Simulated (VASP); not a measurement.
Runs of VASP 6.6.1 on Mg. The structure is that of space group P6_3/mmc (No. 194), or close to it. The cells are those of the table. 

```csv
cell,gap on the mesh (eV),pressure (GPa)
"a = 3.241, b = 3.241, c = 5.262 Å, angles 90.0, 90.0, 120.0°, 2 atoms",none,-1.3
"a = 3.209, b = 3.209, c = 5.210 Å, angles 90.0, 90.0, 120.0°, 2 atoms",none,(a)
"a = 3.177, b = 3.177, c = 5.158 Å, angles 90.0, 90.0, 120.0°, 2 atoms",none,0.7
"a = 3.144, b = 3.144, c = 5.104 Å, angles 90.0, 90.0, 120.0°, 2 atoms",none,(b)
"a = 3.272, b = 3.272, c = 5.312 Å, angles 90.0, 90.0, 120.0°, 2 atoms",none,-2.2
```

Alike in all rows: task single point; level PBE; potentials or basis VASP PAW PBE potentials, release 64 (Mg); no spin polarisation; k mesh 10 × 10 × 6; cutoff (eV) 520; smearing methfessel-paxton 0.1 eV.

Question: Estimate the missing entries.

Answer: (a) -0.4; (b) 2.0.

A gap of «none» marks levels without a gap at the run's occupations.
